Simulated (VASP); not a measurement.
# B (P6_3/mmc) in VASP: notebook, part 2 of 3

VASP 6.6.1.

**3. Single point, revPBE (volume scaled by 0.88)**

File INCAR:

```
SYSTEM = B
PREC = Accurate
ENCUT = 520
EDIFF = 1E-6
ISMEAR = -1
SIGMA = 0.1
LREAL = .False.
LASPH = .True.
NELM = 80
ALGO = Normal
ISIF = 2
LWAVE = .False.
LCHARG = .False.
GGA = RE
NBANDS = 14
```

File KPOINTS:

```
regular mesh
0
Gamma
  23 23 2
  0 0 0
```

File POSCAR:

```
B
1.0
    1.6507645345      0.0000000000      0.0000000000
   -0.8253822672      1.4296040225      0.0000000000
    0.0000000000      0.0000000000     20.7962548714
B
4
Direct
    1.0000000000      1.0000000000      0.0000000000
    1.0000000000      1.0000000000      0.5000000000
    0.3333333333      0.6666666667      0.2500000000
    0.6666666667      0.3333333333      0.7500000000
```

Potentials or basis: VASP PAW PBE potentials, release 64 (B).

On the command line:

```console
$ cat potpaw_PBE.64/B/POTCAR > POTCAR
$ mpirun -np 1 vasp_std > vasp.out
```

OUTCAR:

```text
SYSTEM = B
   PREC = Accurate
   ENCUT = 520
   EDIFF = 1E-6
   ISMEAR = -1
   LREAL = .False.
   LASPH = .True.
   NELM = 80
   ISIF = 2
   GGA = RE

 ion  position               nearest neighbor table
   1  0.000  0.000  0.000-
   2  0.000  0.000  0.500-
   3  0.333  0.667  0.250-
   4  0.667  0.333  0.750-

  LATTYP: Found a hexagonal cell.
 ALAT       =     1.6507645345
 C/A-ratio  =    12.5979535159

  Lattice vectors:

 A1 = (   1.6507645345,   0.0000000000,   0.0000000000)
 A2 = (  -0.8253822672,   1.4296040225,   0.0000000000)
 A3 = (   0.0000000000,   0.0000000000,  20.7962548714)

Analysis of symmetry for initial positions (statically):
=====================================================================
 Subroutine PRICEL returns:
 Original cell was already a primitive cell.

 Routine SETGRP: Setting up the symmetry group for a
 hexagonal supercell.

 Subroutine GETGRP returns: Found 24 space group operations
 (whereof 12 operations were pure point group operations)
 out of a pool of 24 trial point group operations.

The static configuration has the point symmetry D_3d.
 The point group associated with its full space group is D_6h.

Analysis of symmetry for dynamics (positions and initial velocities):
=====================================================================
 Subroutine PRICEL returns:
 Original cell was already a primitive cell.

 Routine SETGRP: Setting up the symmetry group for a
 hexagonal supercell.

 Subroutine GETGRP returns: Found 24 space group operations
 (whereof 12 operations were pure point group operations)
 out of a pool of 24 trial point group operations.

The dynamic configuration has the point symmetry D_3d.
 The point group associated with its full space group is D_6h.

 Subroutine INISYM returns: Found 24 space group operations
 (whereof 12 operations are pure point group operations),
 and found     1 'primitive' translations

----------------------------------------------------------------------------------------

                                     Primitive cell

  volume of cell :      49.0779

  direct lattice vectors                    reciprocal lattice vectors
     1.650764534  0.000000000  0.000000000     0.605779915  0.349747197  0.000000000
    -0.825382267  1.429604022  0.000000000     0.000000000  0.699494394  0.000000000
     0.000000000  0.000000000 20.796254871     0.000000000  0.000000000  0.048085581

  length of vectors
     1.650764534  1.650764534 20.796254871     0.699494394  0.699494394  0.048085581

  position of ions in fractional coordinates (direct lattice)
     0.000000000  0.000000000  0.000000000
     0.000000000  0.000000000  0.500000000
     0.333333333  0.666666667  0.250000000
     0.666666667  0.333333333  0.750000000

  ion indices of the primitive-cell ions
   primitive index   ion index
                 1           1
                 2           2
                 3           3
                 4           4

[... 31 lines left out ...]
  0.130435  0.000000  0.000000      6.000000
  0.173913  0.000000  0.000000      6.000000
  0.217391  0.000000  0.000000      6.000000
[... 16 lines left out ...]
  0.478261  0.043478  0.000000      6.000000
  0.086957  0.086957  0.000000      6.000000
 [... further k-points ...]
   k-points           NKPTS =    112   k-points in BZ     NKDIM =    112   number of bands    NBANDS=     14
   number of dos      NEDOS =    301   number of ions     NIONS =      4
   total plane-waves  NPLWV =  23040
   dimension x,y,z NGX =    12 NGY =   12 NGZ =  160
   dimension x,y,z NGXF=    24 NGYF=   24 NGZF=  320
   ions per type =               4
   NGX,Y,Z   is equivalent  to a cutoff of  12.09, 12.09, 12.79 a.u.
   NGXF,Y,Z  is equivalent  to a cutoff of  24.17, 24.17, 25.58 a.u.
 SYSTEM =  B
   PREC   = accura    normal or accurate (medium, high low for compatibility)
   ISTART =      0    job   : 0-new  1-cont  2-samecut
   ICHARG =      2    charge: 1-file 2-atom 10-const
   ISPIN  =      1    spin polarized calculation?
   LNONCOLLINEAR =      F non collinear calculations
   LSORBIT =      F    spin-orbit coupling
   LASPH  =      T    aspherical Exc in radial PAW
   ENCUT  =  520.0 eV  38.22 Ry    6.18 a.u.   3.07  3.07 38.67*2*pi/ulx,y,z
   NELM   =     80;   NELMIN=  2; NELMDL= -5     # of ELM steps
   EDIFF  = 0.1E-05   stopping-criterion for ELM
   LREAL  =      F    real-space projection
   EDIFFG = 0.1E-04   stopping-criterion for IOM
   NSW    =      0    number of steps for IOM
   IBRION =     -1    ionic relax: 0-MD 1-quasi-New 2-CG
   NFREE  =      0    steps in history (QN), initial steepest desc. (CG)
   ISIF   =      2    stress and relaxation
   ISYM   =      2    0-nonsym 1-usesym 2-fastsym
   POTIM  = 0.5000    time-step for ionic-motion
   TEBEG  =    0.0;   TEEND  =   0.0 temperature during run
   PSTRESS=    0.0 pullay stress
   NELECT =      12.0000    total number of electrons
   NUPDOWN=      -1.0000    fix difference up-down
   EMIN   =  10.00;   EMAX   =-10.00  energy-range for DOS
   EFERMI =   0.00;   METHOD = LEGACY
   ISMEAR =    -1;   SIGMA  =   0.10  broadening in eV -4-tet -1-fermi 0-gaus
   EFERMI_NEDOS =   21; number of points for ismear=-14 and -15
   IALGO  =     38    algorithm
   IMIX   =      4    mixing-type and parameters
     AMIX     =   0.40;   BMIX     =  1.00
     AMIX_MAG =   1.60;   BMIX_MAG =  1.00
  volume/ion in A,a.u.               =      12.27        82.80
  Fermi-wavevector in a.u.,A,eV,Ry     =   1.023701  1.934515 14.258420  1.047964
  Thomas-Fermi vector in A             =   2.157449
   LORBIT       =      0    0 simple, 1 ext, 2 COOP (PROOUT), +10 PAW based schemes
   GGA     = RE    functional components
   LHFCALC =     F    Hartree Fock is set to
   AEXX    =    0.0000 exact exchange contribution
   IVDW    =     0    specifies the selected vdW correction
   LEPSILON=     F    determine dielectric tensor
   LRPA    =     F    only Hartree local field effects (RPA)
 non-spin polarized calculation
  energy-cutoff  :      520.00
  volume of cell :       49.08
 maximum number of plane-waves:      1369
   NGX =  7   NGY =  7   NGZ = 77

 number of electron      12.0000000 magnetization

 Free energy of the ion-electron system (eV)
  ---------------------------------------------------
  ext. energy  EPLUGINS =         0.00000000
  ---------------------------------------------------
  free energy    TOTEN  =       -22.80480948 eV

  energy without entropy =      -22.77979074  energy(sigma->0) =      -22.79230011

 E-fermi :   3.1376     XC(G=0):  -7.7506

 val. band max:        3.1326538873   @ k =   0.3478   0.0000   0.5000
 cond. band min:       3.1511794718   @ k =   0.3478   0.0000   0.0000
 fundamental gap:      0.0185255845
 Fermi energy:         3.1376042577

 k-point     1 :       0.0000    0.0000    0.0000
  band No.  band energies     occupation
      1     -14.7470      2.00000
      2     -14.7425      2.00000
      3     -14.7425      2.00000
      4     -14.7380      2.00000
      5      -5.3955      2.00000
      6      -5.3243      2.00000
      7      -5.3242      2.00000
      8      -5.2503      2.00000
      9       4.7846      0.00000
     10       5.5932      0.00000
     11       5.5932      0.00000
     12       7.2920      0.00000
     13       8.6374      0.00000
     14      11.3743      0.00000
[... 377 lines left out ...]
      1     -13.6752      2.00000
      2     -13.6714      2.00000
      3     -13.6714      2.00000
      4     -13.6676      2.00000
      5      -3.7867      2.00000
      6      -3.7168      2.00000
      7      -3.7168      2.00000
      8      -3.6443      2.00000
      9       6.3105      0.00000
     10       7.1232      0.00000
     11       7.1233      0.00000
     12       8.9311      0.00000
     13       9.9580      0.00000
     14      12.8103      0.00000

 [... further k-points ...]

------------------------ aborting loop because EDIFF is reached ----------------------------------------

  FORCE on cell =-STRESS in cart. coord.  units (eV):
  Direction    XX          YY          ZZ          XY          YZ          ZX
  --------------------------------------------------------------------------------------
  -------------------------------------------------------------------------------------
  Total        8.1030537      8.1030537     -0.0019477      0.0000000     -0.0000000      0.0000000
  in kB      264.5289929    264.5289929     -0.0635848      0.0000000     -0.0000000      0.0000000
  external PRESSURE =     176.3314670 kB  Pullay stress =       0.0000000 kB

 VOLUME and BASIS-vectors are now :
 -----------------------------------------------------------------------------
  energy-cutoff  :      520.00
  volume of cell :       49.08
      direct lattice vectors                 reciprocal lattice vectors
     1.650764534  0.000000000  0.000000000     0.605779915  0.349747197  0.000000000
    -0.825382267  1.429604022  0.000000000     0.000000000  0.699494394  0.000000000
     0.000000000  0.000000000 20.796254871     0.000000000  0.000000000  0.048085581

 POSITION                                       TOTAL-FORCE (eV/Angst)
 -----------------------------------------------------------------------------------
      0.00000      0.00000      0.00000        -0.000000      0.000000      0.000000
      0.00000      0.00000     10.39813        -0.000000      0.000000      0.000000
     -0.00000      0.95307      5.19906         0.000000      0.000000     -0.000000
      0.82538      0.47653     15.59719        -0.000000     -0.000000     -0.000000
 -----------------------------------------------------------------------------------
    total drift:                               -0.000000     -0.000000      0.000000

  FREE ENERGIE OF THE ION-ELECTRON SYSTEM (eV)
  ---------------------------------------------------
  free  energy   TOTEN  =       -22.8048094819 eV

  energy  without entropy=      -22.7797907369  energy(sigma->0) =      -22.79230011
```

OSZICAR:

```text
N       E                     dE             d eps       ncg     rms          rms(c)
DAV:   1     0.321059713014E+02    0.32106E+02   -0.58853E+03  3150   0.747E+02
DAV:   2    -0.235728913554E+02   -0.55679E+02   -0.51388E+02  4300   0.158E+02
DAV:   3    -0.255000462843E+02   -0.19272E+01   -0.18787E+01  3842   0.253E+01
DAV:   4    -0.255130128326E+02   -0.12967E-01   -0.12956E-01  3944   0.253E+00
DAV:   5    -0.255132052795E+02   -0.19245E-03   -0.19236E-03  4048   0.272E-01    0.753E+00
DAV:   6    -0.235106538722E+02    0.20026E+01   -0.95993E-01  3556   0.550E+00    0.419E+00
DAV:   7    -0.227707527578E+02    0.73990E+00   -0.13549E+00  3634   0.634E+00    0.902E-01
DAV:   8    -0.228014217881E+02   -0.30669E-01   -0.67925E-02  3592   0.146E+00    0.136E-01
DAV:   9    -0.228028174909E+02   -0.13957E-02   -0.17595E-03  3686   0.232E-01    0.857E-02
DAV:  10    -0.228048280089E+02   -0.20105E-02   -0.57549E-03  3424   0.436E-01    0.302E-02
DAV:  11    -0.228048011014E+02    0.26907E-04   -0.17844E-04  3790   0.924E-02    0.116E-02
DAV:  12    -0.228048082182E+02   -0.71168E-05   -0.12477E-05  3584   0.243E-02    0.834E-03
DAV:  13    -0.228048094032E+02   -0.11850E-05   -0.38228E-06  3608   0.143E-02    0.734E-04
DAV:  14    -0.228048094819E+02   -0.78692E-07   -0.12938E-07  2738   0.250E-03
   1 F= -.22804809E+02 E0= -.22792300E+02  d E =-.250187E-01
```

stdout:

```text
POSCAR found type information on POSCAR B
 POSCAR found :  1 types and       4 ions
 scaLAPACK will be used
 -----------------------------------------------------------------------------
|                                                                             |
|                                                                             |
|     You enforced a specific xc type in the INCAR file but a different       |
|     I HOPE YOU KNOW WHAT YOU ARE DOING!                                     |
|                                                                             |
 -----------------------------------------------------------------------------

 LDA part: xc-table for (Slater+PW92), standard interpolation
 POSCAR, INCAR and KPOINTS ok, starting setup
 FFT: planning ... GRIDC
 FFT: planning ... GRID_SOFT
 FFT: planning ... GRID
 WAVECAR not read
 entering main loop
```

Wall time 79 s (1 thread of Intel Xeon 8259CL, shared host); peak memory 0.19 GiB.

Results:

```
Free energy            : -22.8048 eV
Pressure               : 17.6 GPa
Band gap on the k mesh : zero (band 6 reaches 6.71 eV, above the bottom of band 7 at -5.32 eV)
```

Caveat: the PAW data sets were made with another functional, which shifts forces and pressure a little; this functional lacks dispersion, which binds the layers, so the pressure and a relaxed spacing across them are unreliable.

[end of part 2 of 3]
